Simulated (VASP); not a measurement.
# P (Pm-3m) in VASP: notebook

The runs below take P through single point, with PBEsol+D3(BJ).

Program: VASP 6.6.1. These are calculated values, not measurements. Logs are shortened: lines on timing, memory, paths and dates and some standing lists are left out, and cuts for length are marked.

## 1. The cell of the first run

The structure is cubic, space group Pm-3m (No. 221). The conventional cell has a = 2.242 Å, b = 2.242 Å, c = 2.242 Å, α = 90.00°, β = 90.00°, γ = 90.00°. Within 3.0 Å of P (site symmetry m-3m) lie 6 P at 2.24 Å.

This isn't the form of P at room conditions, which is orthorhombic.

## 2. Single point, PBEsol+D3(BJ)

INCAR

```
SYSTEM = P
PREC = Accurate
ENCUT = 520
EDIFF = 1E-6
ISMEAR = 0
SIGMA = 0.1
LREAL = .FALSE.
LASPH = .TRUE.
NELM = 80
ALGO = Normal
ISIF = 2
LWAVE = .FALSE.
LCHARG = .FALSE.
GGA = PS
IVDW = 12
NBANDS = 8
```

KPOINTS

```
regular mesh
0
G
  18 18 18
  0 0 0
```

POSCAR

```
P
1.0
    2.2415730567      0.0000000000      0.0000000000
    0.0000000000      2.2415730567      0.0000000000
    0.0000000000      0.0000000000      2.2415730567
P
1
Direct
    0.0000000000      0.0000000000      0.0000000000
```

Potentials or basis: VASP PAW PBE potentials, release 64 (P).

On the command line:

```
cat potpaw_PBE.64/P/POTCAR > POTCAR
mpirun -np 1 vasp_std > vasp.out
```

OUTCAR:

```text
SYSTEM = P
   PREC = Accurate
   ENCUT = 520
   EDIFF = 1E-6
   ISMEAR = 0
   LREAL = .FALSE.
   LASPH = .TRUE.
   NELM = 80
   ISIF = 2
   GGA = PS
   IVDW = 12
 IVDW          = 12

 ion  position               nearest neighbor table
   1  0.000  0.000  0.000-

  LATTYP: Found a simple cubic cell.
 ALAT       =     2.2415730567

  Lattice vectors:

 A1 = (   2.2415730567,   0.0000000000,   0.0000000000)
 A2 = (   0.0000000000,   2.2415730567,   0.0000000000)
 A3 = (   0.0000000000,   0.0000000000,   2.2415730567)

Analysis of symmetry for initial positions (statically):
=====================================================================
 Subroutine PRICEL returns:
 Original cell was already a primitive cell.

 Routine SETGRP: Setting up the symmetry group for a
 simple cubic supercell.

 Subroutine GETGRP returns: Found 48 space group operations
 (whereof 48 operations were pure point group operations)
 out of a pool of 48 trial point group operations.

The static configuration has the point symmetry O_h .

Analysis of symmetry for dynamics (positions and initial velocities):
=====================================================================
 Subroutine PRICEL returns:
 Original cell was already a primitive cell.

 Routine SETGRP: Setting up the symmetry group for a
 simple cubic supercell.

 Subroutine GETGRP returns: Found 48 space group operations
 (whereof 48 operations were pure point group operations)
 out of a pool of 48 trial point group operations.

The dynamic configuration has the point symmetry O_h .

 Subroutine INISYM returns: Found 48 space group operations
 (whereof 48 operations are pure point group operations),
 and found     1 'primitive' translations

----------------------------------------------------------------------------------------

                                     Primitive cell

  volume of cell :      11.2631

  direct lattice vectors                    reciprocal lattice vectors
     2.241573057  0.000000000  0.000000000     0.446115284  0.000000000  0.000000000
     0.000000000  2.241573057  0.000000000     0.000000000  0.446115284  0.000000000
     0.000000000  0.000000000  2.241573057     0.000000000  0.000000000  0.446115284

  length of vectors
[... 78 lines left out ...]
   ENCUT  =  520.0 eV  38.22 Ry    6.18 a.u.   4.17  4.17  4.17*2*pi/ulx,y,z
   NELM   =     80;   NELMIN=  2; NELMDL= -5     # of ELM steps
   EDIFF  = 0.1E-05   stopping-criterion for ELM
   LREAL  =      F    real-space projection
   EDIFFG = 0.1E-04   stopping-criterion for IOM
   NSW    =      0    number of steps for IOM
   IBRION =     -1    ionic relax: 0-MD 1-quasi-New 2-CG
   NFREE  =      0    steps in history (QN), initial steepest desc. (CG)
   ISIF   =      2    stress and relaxation
   ISYM   =      2    0-nonsym 1-usesym 2-fastsym
   POTIM  = 0.5000    time-step for ionic-motion
   TEBEG  =    0.0;   TEEND  =   0.0 temperature during run
   PSTRESS=    0.0 pullay stress
   NELECT =       5.0000    total number of electrons
   NUPDOWN=      -1.0000    fix difference up-down
   EMIN   =  10.00;   EMAX   =-10.00  energy-range for DOS
   EFERMI =   0.00;   METHOD = LEGACY
   ISMEAR =     0;   SIGMA  =   0.10  broadening in eV -4-tet -1-fermi 0-gaus
   EFERMI_NEDOS =   21; number of points for ismear=-14 and -15
   IALGO  =     38    algorithm
   IMIX   =      4    mixing-type and parameters
     AMIX     =   0.40;   BMIX     =  1.00
     AMIX_MAG =   1.60;   BMIX_MAG =  1.00
  volume/ion in A,a.u.               =      11.26        76.01
  Fermi-wavevector in a.u.,A,eV,Ry     =   1.248855  2.359993 21.220166  1.559638
  Thomas-Fermi vector in A             =   2.382922
   LORBIT       =      0    0 simple, 1 ext, 2 COOP (PROOUT), +10 PAW based schemes
   GGA     = PS    functional components
   LHFCALC =     F    Hartree Fock is set to
   AEXX    =    0.0000 exact exchange contribution
   IVDW    =    12    specifies the selected vdW correction
   LEPSILON=     F    determine dielectric tensor
   LRPA    =     F    only Hartree local field effects (RPA)
 non-spin polarized calculation
 Gauss-broadening in eV      SIGMA  =   0.10
  energy-cutoff  :      520.00
  volume of cell :       11.26
 maximum number of plane-waves:       320
 NGX is ok and might be reduce to    18
   NGX =  9   NGY =  9   NGZ =  9

 number of electron       5.0000000 magnetization

 Free energy of the ion-electron system (eV)
  ---------------------------------------------------
  ext. energy  EPLUGINS =         0.00000000
  ---------------------------------------------------
  free energy    TOTEN  =        -5.40682027 eV

  energy without entropy =       -5.40553063  energy(sigma->0) =       -5.40617545

 E-fermi :  13.4990     XC(G=0): -12.5199

 val. band max:       13.4937895816   @ k =   0.5000   0.5000   0.1667
 cond. band min:      13.5226374024   @ k =   0.3333   0.2222   0.2222
 fundamental gap:      0.0288478208
 Fermi energy:        13.4989542760

 k-point     1 :       0.0000    0.0000    0.0000
  band No.  band energies     occupation
      1      -5.7838      2.00000
      2      20.0675      0.00000
      3      20.0675      0.00000
      4      20.1840      0.00000
      5      20.1840      0.00000
      6      20.1840      0.00000
      7      31.0901      0.00000
      8      41.9057      0.00000
[... 243 lines left out ...]
 k-point    24 :       0.3333    0.1111    0.0000
  band No.  band energies     occupation
      1      -2.4090      2.00000
      2       6.9467      2.00000
      3      18.0819      0.00000
      4      22.8649      0.00000
      5      25.2421      0.00000
      6      28.7285      0.00000
      7      32.3642      0.00000
      8      32.4349      0.00000

 [... further k-points ...]

------------------------ aborting loop because EDIFF is reached ----------------------------------------

 Edisp (eV)   -0.50633

 E8    (eV) :    -0.3009

  FORCE on cell =-STRESS in cart. coord.  units (eV):
  Direction    XX          YY          ZZ          XY          YZ          ZX
  --------------------------------------------------------------------------------------
  -------------------------------------------------------------------------------------
  Total       2.82020     2.82020     2.82020     0.00000     0.00000     0.00000
  in kB     401.17273   401.17273   401.17273     0.00000     0.00000     0.00000
  external pressure =      401.17 kB  Pullay stress =        0.00 kB

 VOLUME and BASIS-vectors are now :
 -----------------------------------------------------------------------------
  energy-cutoff  :      520.00
  volume of cell :       11.26
      direct lattice vectors                 reciprocal lattice vectors
     2.241573057  0.000000000  0.000000000     0.446115284  0.000000000  0.000000000
     0.000000000  2.241573057  0.000000000     0.000000000  0.446115284  0.000000000
     0.000000000  0.000000000  2.241573057     0.000000000  0.000000000  0.446115284

 POSITION                                       TOTAL-FORCE (eV/Angst)
 -----------------------------------------------------------------------------------
      0.00000      0.00000      0.00000         0.000000      0.000000      0.000000
 -----------------------------------------------------------------------------------
    total drift:                               -0.000000      0.000000      0.000000

  FREE ENERGIE OF THE ION-ELECTRON SYSTEM (eV)
  ---------------------------------------------------
  free  energy   TOTEN  =        -5.9131474246 eV

  energy  without entropy=       -5.9118577906  energy(sigma->0) =       -5.91250261
```

stdout:

```text
POSCAR found type information on POSCAR P
 POSCAR found :  1 types and       1 ions
 scaLAPACK will be used
 -----------------------------------------------------------------------------
|                                                                             |
|                                                                             |
|     You enforced a specific xc type in the INCAR file but a different       |
|     I HOPE YOU KNOW WHAT YOU ARE DOING!                                     |
|                                                                             |
 -----------------------------------------------------------------------------

 LDA part: xc-table for (Slater+PW92), standard interpolation
 POSCAR, INCAR and KPOINTS ok, starting setup
 FFT: planning ... GRIDC
 FFT: planning ... GRID_SOFT
 FFT: planning ... GRID
 WAVECAR not read
 entering main loop
```

Wall time 14 s (1 thread of Intel Xeon Platinum 8175M at 2.50GHz (Skylake/Cascade Lake), shared host); peak memory 0.13 GiB.

What came out:

```
Free energy                : -5.9131 eV
Pressure                   : 40.1 GPa
Band gap on the k mesh     : zero (an odd number of electrons rules out a gap without spin polarisation)
Dispersion energy per atom : -0.506 eV
```

Levels at points of the mesh, in eV from the Fermi level:
| k point | band 1 | band 2 | band 3 | band 4 | band 5 | band 6 | band 7 |
| --- | --- | --- | --- | --- | --- | --- | --- |
| (0.00, 0.00, 0.00) | -19.28 | 6.57 | 6.57 | 6.69 | 6.69 | 6.69 | 17.59 |
| (0.50, 0.00, 0.00) | -13.48 | -11.01 | 9.78 | 10.78 | 10.78 | 15.65 | 15.65 |
| (0.50, 0.50, 0.00) | -7.01 | -6.49 | -6.49 | -0.74 | 14.71 | 18.89 | 18.89 |
| (0.50, 0.50, 0.50) | -2.29 | -2.29 | -2.29 | 2.00 | 3.81 | 3.81 | 3.81 |

Caveat: the cell stands under pressure; the PAW data sets were made with another functional, which shifts forces and pressure a little.

## 3. Single point, PBEsol+D3(BJ)

This run uses another cell than the first one, of 12.21 Å³/atom.

INCAR

```
PREC     = Accurate       # precision mode
ENCUT    = 520            # plane-wave cutoff, eV
EDIFF    = 1E-7           # SCF threshold, eV
ISMEAR   = 0              # smearing method
SIGMA    = 0.1            # smearing width, eV
LREAL    = False          # projectors in reciprocal space
LASPH    = True           # aspherical terms in the spheres
NELM     = 100            # most SCF steps
ALGO     = Normal         # electronic algorithm
ISIF     = 2              # what is computed and relaxed
LWAVE    = False          # write WAVECAR
LCHARG   = True           # write CHGCAR
GGA      = PS             # functional
IVDW     = 12             # dispersion correction
LELF     = True           # ELF
LVHAR    = True         
NBANDS   = 8              # bands
```

KPOINTS

```
regular mesh
0
Gamma
  18 18 18
```

POSCAR

```
P
1.0
    2.3029632879      0.0000000000      0.0000000000
    0.0000000000      2.3029632879      0.0000000000
    0.0000000000      0.0000000000      2.3029632879
P
1
Direct
    0.0000000000      0.0000000000      0.0000000000
```

Potentials or basis: VASP PAW PBE potentials, release 64 (P).

On the command line:

```
cat potpaw_PBE.64/P/POTCAR > POTCAR
mpirun -np 1 vasp_std > vasp.out
```

Run time: 17 s. Hardware: 1 thread of Intel Xeon Platinum 8175M at 2.50GHz (Skylake/Cascade Lake), shared host; peak memory 0.13 GiB.

Results (log left out):

- Free energy: -6.0890 eV
- Pressure: 20.1 GPa
- Band gap on the k mesh: zero (an odd number of electrons rules out a gap without spin polarisation)
- Dispersion energy per atom: -0.466 eV

Levels at points of the mesh, in eV from the Fermi level:
| k point | band 1 | band 2 | band 3 | band 4 | band 5 | band 6 | band 7 |
| --- | --- | --- | --- | --- | --- | --- | --- |
| (0.00, 0.00, 0.00) | -18.36 | 6.11 | 6.11 | 6.11 | 6.65 | 6.65 | 16.40 |
| (0.50, 0.00, 0.00) | -13.05 | -10.26 | 9.66 | 9.76 | 9.76 | 15.21 | 15.21 |
| (0.50, 0.50, 0.00) | -7.17 | -6.10 | -6.10 | -0.20 | 13.22 | 18.22 | 18.22 |
| (0.50, 0.50, 0.50) | -2.27 | -2.27 | -2.27 | 0.71 | 4.08 | 4.08 | 4.08 |

Caveat: the cell stands under pressure; the PAW data sets were made with another functional, which shifts forces and pressure a little.

The gap in the log of VASP goes by the Fermi energy; the results here count the filled bands.